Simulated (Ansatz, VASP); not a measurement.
**Ge: VASP beside Ansatz**

```
Ge
1.0
     1.51724   -2.64558    0.00000
     1.51724    2.64558    0.00000
     0.00000    0.00000    4.82032
Ge
2
Direct
  0.33345 0.66655 0.25000
  0.66655 0.33345 0.75000
```

Change from the starting cell: volume scaled by 1.06.

Alike in both runs: task single point; functional LDA; k mesh 10 × 10 × 6; occupations fermi-dirac, width 0.05 eV; no spin polarisation.

|  | VASP | Ansatz |
| --- | --- | --- |
| version | VASP 6.6.1 | Ansatz 0.2.0 |
| potentials or method | VASP PAW LDA potentials, release 64 (Ge_d), cutoff 520 eV | all-electron LAPW, scalar-relativistic |

|  | VASP | Ansatz | Ansatz less VASP |
| --- | --- | --- | --- |
| gap on the k mesh at the Fermi level (eV) | none | none | - |
| pressure (GPa) | -5.0 | -5.0 | 0.00 |
| traceless stress, the component that is largest in VASP (GPa) | 1.24 | 1.23 | -0.013 |

LDA's correlation is that of Perdew and Zunger in VASP and of Perdew and Wang (1992) in Ansatz. A gap of «none» marks a metal or a gap that the smearing closes. Ansatz ran all-electron here, and VASP with PAW potentials.
